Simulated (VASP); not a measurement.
Here is a VASP 6.6.1 calculation.

The input INCAR:

```
SYSTEM = Y
PREC = Accurate
ENCUT = 520
EDIFF = 1E-7
ISMEAR = 1
SIGMA = 0.1
LREAL = .FALSE.
LASPH = .TRUE.
NELM = 100
ALGO = Normal
ISIF = 2
LWAVE = .FALSE.
LCHARG = .FALSE.
GGA = PE
NBANDS = 18
```

File KPOINTS:

```
regular mesh
0
G
  13 13 7
  0 0 0
```

POSCAR

```
Y
1.0
    3.6433999635      0.0000000000      0.0000000000
   -1.8216999817      3.1552769245      0.0000000000
    0.0000000000      0.0000000000      5.7243154087
Y
2
Direct
    0.3333333333      0.6666666667      0.2500000000
    0.6666666667      0.3333333333      0.7500000000
```

Potentials or basis: VASP PAW PBE potentials, release 64 (Y_sv).

Run with:

```sh
$ cat potpaw_PBE.64/Y_sv/POTCAR > POTCAR
$ mpirun -np 1 vasp_std > vasp.out
```

(1) What does it give for the band gap on the k mesh?

(2) What does it give for the pressure?

## Answers

(1) zero (bands 11 and 12 overlap by 1.33 eV).

(2) -0.1 GPa.
